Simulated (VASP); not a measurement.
# Y (Fm-3m) in VASP: further runs, part 3 of 3

VASP 6.6.1.

## Step 5: Electric field gradients, PBE (volume scaled by 1.06)

INCAR reads:

```
SYSTEM = Y
  PREC = Accurate
  ENCUT = 520
  EDIFF = 1E-8
  ISMEAR = -1
  SIGMA = 0.03
  LREAL = .False.
  LASPH = .True.
  NELM = 100
  ALGO = Normal
  ISIF = 2
  LWAVE = .False.
  LCHARG = .False.
  GGA = PE
  LEFG = .True.
  NBANDS = 12
```

KPOINTS reads:

```
Automatic mesh
0
Gamma
  14 14 14
  0 0 0
```

POSCAR reads:

```
Y
1.0
    0.0000000000      2.5337378637      2.5337378637
    2.5337378637      0.0000000000      2.5337378637
    2.5337378637      2.5337378637      0.0000000000
Y
1
Direct
    0.0000000000      0.0000000000      0.0000000000
```

Potentials or basis: VASP PAW PBE potentials, release 64 (Y_sv).

On the command line:

```sh
$ cat potpaw_PBE.64/Y_sv/POTCAR > POTCAR
$ mpirun -np 1 vasp_std > vasp.out
```

OUTCAR:

```text
SYSTEM = Y
   PREC = Accurate
   ENCUT = 520
   EDIFF = 1E-8
   ISMEAR = -1
   LREAL = .False.
   LASPH = .True.
   NELM = 100
   ISIF = 2
   GGA = PE

 ion  position               nearest neighbor table
   1  0.000  0.000  0.000-

  LATTYP: Found a face centered cubic cell.
 ALAT       =     5.0674757274

  Lattice vectors:

 A1 = (   0.0000000000,   2.5337378637,   2.5337378637)
 A2 = (   2.5337378637,   0.0000000000,   2.5337378637)
 A3 = (   2.5337378637,   2.5337378637,   0.0000000000)

Analysis of symmetry for initial positions (statically):
=====================================================================
 Subroutine PRICEL returns:
 Original cell was already a primitive cell.

 Routine SETGRP: Setting up the symmetry group for a
 face centered cubic supercell.

 Subroutine GETGRP returns: Found 48 space group operations
[... 9 lines left out ...]

 Routine SETGRP: Setting up the symmetry group for a
 face centered cubic supercell.

 Subroutine GETGRP returns: Found 48 space group operations
[... 11 lines left out ...]
                                     Primitive cell

  volume of cell :      32.5323

  direct lattice vectors                    reciprocal lattice vectors
     0.000000000  2.533737864  2.533737864    -0.197336910  0.197336910  0.197336910
     2.533737864  0.000000000  2.533737864     0.197336910 -0.197336910  0.197336910
     2.533737864  2.533737864  0.000000000     0.197336910  0.197336910 -0.197336910

  length of vectors
     3.583246450  3.583246450  3.583246450     0.341797554  0.341797554  0.341797554

  position of ions in fractional coordinates (direct lattice)
     0.000000000  0.000000000  0.000000000

  ion indices of the primitive-cell ions
[... 129 lines left out ...]
  band No.  band energies     occupation
      1     -39.5814      2.00000
      2     -19.2788      2.00000
      3     -19.2788      2.00000
      4     -19.2788      2.00000
      5      -1.6576      2.00000
      6       4.8871      0.00000
      7       4.8871      0.00000
      8       4.8871      0.00000
      9       6.8936      0.00000
     10       6.8936      0.00000
     11      12.0689      0.00000
     12      15.3403      0.00000
[... 331 lines left out ...]
 k-point    24 :       0.2857    0.1429    0.0000
  band No.  band energies     occupation
      1     -39.5427      2.00000
      2     -19.5656      2.00000
      3     -19.3553      2.00000
      4     -19.3496      2.00000
      5      -0.0150      2.00000
      6       3.5510      0.00000
      7       4.8927      0.00000
      8       5.5204      0.00000
      9       6.3030      0.00000
     10       7.4889      0.00000
     11      13.1669      0.00000
     12      14.9560      0.00000

 [... further k-points ...]
[... 5 lines left out ...]
  --------------------------------------------------------------------------------------
  -------------------------------------------------------------------------------------
  Total       -0.0426053     -0.0426053     -0.0426053      0.0000000      0.0000000     -0.0000000
  in kB       -2.0982592     -2.0982592     -2.0982592      0.0000000      0.0000000     -0.0000000
  external PRESSURE =      -2.0982592 kB  Pullay stress =       0.0000000 kB

 VOLUME and BASIS-vectors are now :
 -----------------------------------------------------------------------------
  energy-cutoff  :      520.00
  volume of cell :       32.53
      direct lattice vectors                 reciprocal lattice vectors
     0.000000000  2.533737864  2.533737864    -0.197336910  0.197336910  0.197336910
     2.533737864  0.000000000  2.533737864     0.197336910 -0.197336910  0.197336910
     2.533737864  2.533737864  0.000000000     0.197336910  0.197336910 -0.197336910

 POSITION                                       TOTAL-FORCE (eV/Angst)
 -----------------------------------------------------------------------------------
      0.00000      0.00000      0.00000         0.000000      0.000000      0.000000
 -----------------------------------------------------------------------------------
    total drift:                               -0.000000     -0.000000     -0.000000

  FREE ENERGIE OF THE ION-ELECTRON SYSTEM (eV)
  ---------------------------------------------------
  free  energy   TOTEN  =        -6.4090614186 eV

  energy  without entropy=       -6.4034876392  energy(sigma->0) =       -6.40627453

 Electric field gradients (V/A^2)
---------------------------------------------------------------------
 ion       V_xx      V_yy      V_zz      V_xy      V_xz      V_yz
---------------------------------------------------------------------
   1      -0.000    -0.000     0.000    -0.000    -0.000    -0.000
---------------------------------------------------------------------

 Electric field gradients after diagonalization (V/A^2)
 (convention: |V_zz| > |V_xx| > |V_yy|)
----------------------------------------------------------------------
 ion       V_xx      V_yy      V_zz     asymmetry (V_yy - V_xx)/ V_zz
----------------------------------------------------------------------
   1       0.000     0.000    -0.000       0.000
----------------------------------------------------------------------

           NMR quadrupolar parameters

 Cq : quadrupolar parameter    Cq=e*Q*V_zz/h
 eta: asymmetry parameters     (V_yy - V_xx)/ V_zz
 Q  : nuclear electric quadrupole moment in mb (millibarn)
----------------------------------------------------------------------
 ion       Cq(MHz)       eta       Q (mb)
----------------------------------------------------------------------
   1      -0.000       0.000       1.000
----------------------------------------------------------------------
```

stdout:

```text
POSCAR found type information on POSCAR Y
 POSCAR found :  1 types and       1 ions
 scaLAPACK will be used
 LDA part: xc-table for (Slater+PW92), standard interpolation
 POSCAR, INCAR and KPOINTS ok, starting setup
 FFT: planning ... GRIDC
 FFT: planning ... GRID_SOFT
 FFT: planning ... GRID
 WAVECAR not read
 entering main loop
ion   1
```

Run time: 57 s. Hardware: 1 thread of Intel Xeon Platinum 8375C at 2.90GHz (Ice Lake), shared host; peak memory 0.2 GiB.

What came out:

```yaml
Free_energy: -6.4091 eV
Pressure: -0.2 GPa
```

Caveat: without QUAD_EFG the Cq values of the log hold for a quadrupole moment of 1 mb, not for the nuclei.

## Step 6: Electric field gradients, PBE (volume scaled by 1.06)

INCAR reads:

```
  PREC = Accurate
  ENCUT = 520
  EDIFF = 1E-8
  ISMEAR = -1
  SIGMA = 0.03
  LREAL = F
  LASPH = T
  NELM = 60
  ALGO = Normal
  ISIF = 2
  LWAVE = F
  LCHARG = F
  GGA = PE
  LEFG = T
  NBANDS = 12
```

KPOINTS reads:

```
regular mesh
0
Gamma
  14 14 14
```

POSCAR is that of step 5.

Potentials or basis: VASP PAW PBE potentials, release 64 (Y_sv).

On the command line:

```sh
$ cat potpaw_PBE.64/Y_sv/POTCAR > POTCAR
$ mpirun -np 1 vasp_std > vasp.out
```

OUTCAR:

```text
PREC = Accurate
   ENCUT = 520
   EDIFF = 1E-8
   ISMEAR = -1
   LREAL = F
   LASPH = T
   NELM = 60
   ISIF = 2
   GGA = PE

 ion  position               nearest neighbor table
   1  0.000  0.000  0.000-

  LATTYP: Found a face centered cubic cell.
 ALAT       =     5.0674757274

  Lattice vectors:

 A1 = (   0.0000000000,   2.5337378637,   2.5337378637)
 A2 = (   2.5337378637,   0.0000000000,   2.5337378637)
 A3 = (   2.5337378637,   2.5337378637,   0.0000000000)

Analysis of symmetry for initial positions (statically):
=====================================================================
 Subroutine PRICEL returns:
 Original cell was already a primitive cell.

 Routine SETGRP: Setting up the symmetry group for a
 face centered cubic supercell.

 Subroutine GETGRP returns: Found 48 space group operations
[... 9 lines left out ...]

 Routine SETGRP: Setting up the symmetry group for a
 face centered cubic supercell.

 Subroutine GETGRP returns: Found 48 space group operations
[... 11 lines left out ...]
                                     Primitive cell

  volume of cell :      32.5323

  direct lattice vectors                    reciprocal lattice vectors
     0.000000000  2.533737864  2.533737864    -0.197336910  0.197336910  0.197336910
     2.533737864  0.000000000  2.533737864     0.197336910 -0.197336910  0.197336910
     2.533737864  2.533737864  0.000000000     0.197336910  0.197336910 -0.197336910

  length of vectors
     3.583246450  3.583246450  3.583246450     0.341797554  0.341797554  0.341797554

  position of ions in fractional coordinates (direct lattice)
     0.000000000  0.000000000  0.000000000

  ion indices of the primitive-cell ions
   primitive index   ion index
                 1           1

----------------------------------------------------------------------------------------

 KPOINTS: regular mesh

Automatic generation of k-mesh.
 Grid dimensions read from file:
 generate k-points for:   14   14   14

 Generating k-lattice:

  Cartesian coordinates                     Fractional coordinates (reciprocal lattice)
    -0.014095494  0.014095494  0.014095494     0.071428571  0.000000000  0.000000000
     0.014095494 -0.014095494  0.014095494     0.000000000  0.071428571  0.000000000
     0.014095494  0.014095494 -0.014095494     0.000000000  0.000000000  0.071428571

  Length of vectors
     0.024414111  0.024414111  0.024414111

  Shift w.r.t. Gamma in fractional coordinates (k-lattice)
     0.000000000  0.000000000  0.000000000

 Subroutine IBZKPT returns following result:
 ===========================================

 Found    104 irreducible k-points:

 Following reciprocal coordinates:
            Coordinates               Weight
  0.000000  0.000000  0.000000      1.000000
  0.071429  0.000000  0.000000      8.000000
  0.142857  0.000000  0.000000      8.000000
  0.214286  0.000000  0.000000      8.000000
  0.285714  0.000000  0.000000      8.000000
  0.357143  0.000000  0.000000      8.000000
[... 16 lines left out ...]
  0.214286  0.142857  0.000000     24.000000
[... 25 lines left out ...]
   NFREE  =      0    steps in history (QN), initial steepest desc. (CG)
   ISIF   =      2    stress and relaxation
   ISYM   =      2    0-nonsym 1-usesym 2-fastsym
   POTIM  = 0.5000    time-step for ionic-motion
   TEBEG  =    0.0;   TEEND  =   0.0 temperature during run
   PSTRESS=    0.0 pullay stress
   NELECT =      11.0000    total number of electrons
   NUPDOWN=      -1.0000    fix difference up-down
   EMIN   =  10.00;   EMAX   =-10.00  energy-range for DOS
   EFERMI =   0.00;   METHOD = LEGACY
   ISMEAR =    -1;   SIGMA  =   0.03  broadening in eV -4-tet -1-fermi 0-gaus
   EFERMI_NEDOS =   21; number of points for ismear=-14 and -15
   IALGO  =     38    algorithm
   IMIX   =      4    mixing-type and parameters
     AMIX     =   0.40;   BMIX     =  1.00
     AMIX_MAG =   1.60;   BMIX_MAG =  1.00
  volume/ion in A,a.u.               =      32.53       219.54
  Fermi-wavevector in a.u.,A,eV,Ry     =   1.140514  2.155259 17.698087  1.300773
  Thomas-Fermi vector in A             =   2.277216
   LORBIT       =      0    0 simple, 1 ext, 2 COOP (PROOUT), +10 PAW based schemes
   GGA     = PE    functional components
   LHFCALC =     F    Hartree Fock is set to
   AEXX    =    0.0000 exact exchange contribution
   IVDW    =     0    specifies the selected vdW correction
   LEPSILON=     F    determine dielectric tensor
   LRPA    =     F    only Hartree local field effects (RPA)
 non-spin polarized calculation
  energy-cutoff  :      520.00
  volume of cell :       32.53
 maximum number of plane-waves:       899
   NGX = 13   NGY = 13   NGZ = 13

 number of electron      11.0000000 magnetization

 Free energy of the ion-electron system (eV)
  ---------------------------------------------------
  ext. energy  EPLUGINS =         0.00000000
  ---------------------------------------------------
  free energy    TOTEN  =        -6.40906142 eV

  energy without entropy =       -6.40348764  energy(sigma->0) =       -6.40627453

 E-fermi :   3.1133     XC(G=0):  -9.4611

 val. band max:        3.1086017442   @ k =  -0.3571   0.4286   0.2143
 cond. band min:       3.1169818650   @ k =   0.5000   0.2857   0.1429
 fundamental gap:      0.0083801208
 Fermi energy:         3.1132816009

 k-point     1 :       0.0000    0.0000    0.0000
  band No.  band energies     occupation
      1     -39.5814      2.00000
      2     -19.2788      2.00000
      3     -19.2788      2.00000
      4     -19.2788      2.00000
      5      -1.6576      2.00000
      6       4.8871      0.00000
      7       4.8871      0.00000
      8       4.8871      0.00000
      9       6.8936      0.00000
     10       6.8936      0.00000
     11      12.0689      0.00000
     12      15.3403      0.00000
[... 331 lines left out ...]
 k-point    24 :       0.2857    0.1429    0.0000
  band No.  band energies     occupation
      1     -39.5427      2.00000
      2     -19.5656      2.00000
      3     -19.3553      2.00000
      4     -19.3496      2.00000
      5      -0.0150      2.00000
      6       3.5510      0.00000
      7       4.8927      0.00000
      8       5.5204      0.00000
      9       6.3030      0.00000
     10       7.4889      0.00000
     11      13.1669      0.00000
     12      14.9560      0.00000

 [... further k-points ...]
[... 5 lines left out ...]
  --------------------------------------------------------------------------------------
  -------------------------------------------------------------------------------------
  Total       -0.0426053     -0.0426053     -0.0426053      0.0000000      0.0000000     -0.0000000
  in kB       -2.0982592     -2.0982592     -2.0982592      0.0000000      0.0000000     -0.0000000
  external PRESSURE =      -2.0982592 kB  Pullay stress =       0.0000000 kB

 VOLUME and BASIS-vectors are now :
 -----------------------------------------------------------------------------
  energy-cutoff  :      520.00
  volume of cell :       32.53
      direct lattice vectors                 reciprocal lattice vectors
     0.000000000  2.533737864  2.533737864    -0.197336910  0.197336910  0.197336910
     2.533737864  0.000000000  2.533737864     0.197336910 -0.197336910  0.197336910
     2.533737864  2.533737864  0.000000000     0.197336910  0.197336910 -0.197336910

 POSITION                                       TOTAL-FORCE (eV/Angst)
 -----------------------------------------------------------------------------------
      0.00000      0.00000      0.00000         0.000000      0.000000      0.000000
 -----------------------------------------------------------------------------------
    total drift:                               -0.000000     -0.000000     -0.000000

  FREE ENERGIE OF THE ION-ELECTRON SYSTEM (eV)
  ---------------------------------------------------
  free  energy   TOTEN  =        -6.4090614186 eV

  energy  without entropy=       -6.4034876392  energy(sigma->0) =       -6.40627453

 Electric field gradients (V/A^2)
---------------------------------------------------------------------
 ion       V_xx      V_yy      V_zz      V_xy      V_xz      V_yz
---------------------------------------------------------------------
   1      -0.000    -0.000     0.000    -0.000    -0.000    -0.000
---------------------------------------------------------------------

 Electric field gradients after diagonalization (V/A^2)
 (convention: |V_zz| > |V_xx| > |V_yy|)
----------------------------------------------------------------------
 ion       V_xx      V_yy      V_zz     asymmetry (V_yy - V_xx)/ V_zz
----------------------------------------------------------------------
   1       0.000     0.000    -0.000       0.000
----------------------------------------------------------------------

           NMR quadrupolar parameters

 Cq : quadrupolar parameter    Cq=e*Q*V_zz/h
 eta: asymmetry parameters     (V_yy - V_xx)/ V_zz
 Q  : nuclear electric quadrupole moment in mb (millibarn)
----------------------------------------------------------------------
 ion       Cq(MHz)       eta       Q (mb)
----------------------------------------------------------------------
   1      -0.000       0.000       1.000
----------------------------------------------------------------------
```

OSZICAR:

```text
N       E                     dE             d eps       ncg     rms          rms(c)
DAV:   1     0.253763090516E+02    0.25376E+02   -0.55604E+03  2496   0.831E+02
DAV:   2    -0.528069807982E+01   -0.30657E+02   -0.29853E+02  3040   0.165E+02
DAV:   3    -0.655930841589E+01   -0.12786E+01   -0.12584E+01  3552   0.219E+01
DAV:   4    -0.659542260873E+01   -0.36114E-01   -0.36073E-01  2808   0.368E+00
DAV:   5    -0.659611903383E+01   -0.69643E-03   -0.69639E-03  3324   0.414E-01    0.221E+01
DAV:   6    -0.643868620539E+01    0.15743E+00   -0.19275E-01  2688   0.293E+00    0.136E+01
DAV:   7    -0.641320778880E+01    0.25478E-01   -0.28646E-01  2940   0.357E+00    0.113E+00
DAV:   8    -0.640920359249E+01    0.40042E-02   -0.38106E-02  2916   0.148E+00    0.172E-01
DAV:   9    -0.640908828156E+01    0.11531E-03   -0.80678E-04  3040   0.241E-01    0.887E-02
DAV:  10    -0.640906038159E+01    0.27900E-04   -0.13813E-04  2912   0.100E-01    0.278E-02
DAV:  11    -0.640906258914E+01   -0.22076E-05   -0.17173E-05  2868   0.334E-02    0.167E-02
DAV:  12    -0.640906174402E+01    0.84512E-06   -0.12483E-06  2832   0.999E-03    0.628E-03
DAV:  13    -0.640906142741E+01    0.31661E-06   -0.25764E-07  3000   0.361E-03    0.469E-04
DAV:  14    -0.640906140549E+01    0.21912E-07   -0.13281E-08  2736   0.779E-04    0.276E-04
DAV:  15    -0.640906141730E+01   -0.11807E-07   -0.54797E-10  1528   0.188E-04    0.425E-05
DAV:  16    -0.640906141862E+01   -0.13179E-08   -0.82935E-11  1428   0.785E-05
   1 F= -.64090614E+01 E0= -.64062745E+01  d E =-.557378E-02
```

Wall time 52 s (1 thread of Intel Xeon Platinum 8375C at 2.90GHz (Ice Lake), shared host); peak memory 0.2 GiB.

Results:

```yaml
Free_energy: -6.4091 eV
Pressure: -0.2 GPa
```

Levels at points of the mesh, in eV from the Fermi level:
```csv
k point,band 1,band 2,band 3,band 4,band 5,band 6,band 7,band 8,band 9,band 10
"(0.00, 0.00, 0.00)",-42.69,-22.39,-22.39,-22.39,-4.77,1.77,1.77,1.77,3.78,3.78
"(0.50, 0.00, 0.00)",-42.63,-22.96,-22.47,-22.47,-1.99,0.60,1.61,1.61,5.23,5.23
"(0.50, 0.50, 0.00)",-42.61,-22.92,-22.59,-22.59,-1.76,-0.88,2.07,5.24,5.64,5.64
```

Caveat: without QUAD_EFG the Cq values of the log hold for a quadrupole moment of 1 mb, not for the nuclei.

## Step 7: Overview

| cell | gap on the mesh (eV) | pressure (GPa) |
| --- | --- | --- |
| a = 3.443 Å, angles 60.0°, 1 atom | none | 5.3 |
| a = 3.479 Å, angles 60.0°, 1 atom | none | 3.7 |
| a = 3.549 Å, angles 60.0°, 1 atom | none | 0.9 |
| a = 3.583 Å, angles 60.0°, 1 atom | none | -0.2 |

Alike in all rows: task electric field gradients; level PBE; potentials or basis VASP PAW PBE potentials, release 64 (Y_sv); no spin polarisation; k mesh 14 × 14 × 14; cutoff (eV) 520; smearing fermi-dirac 0.03 eV.

Total energies depend on the potentials used, so only differences within one code and one set of settings carry meaning.
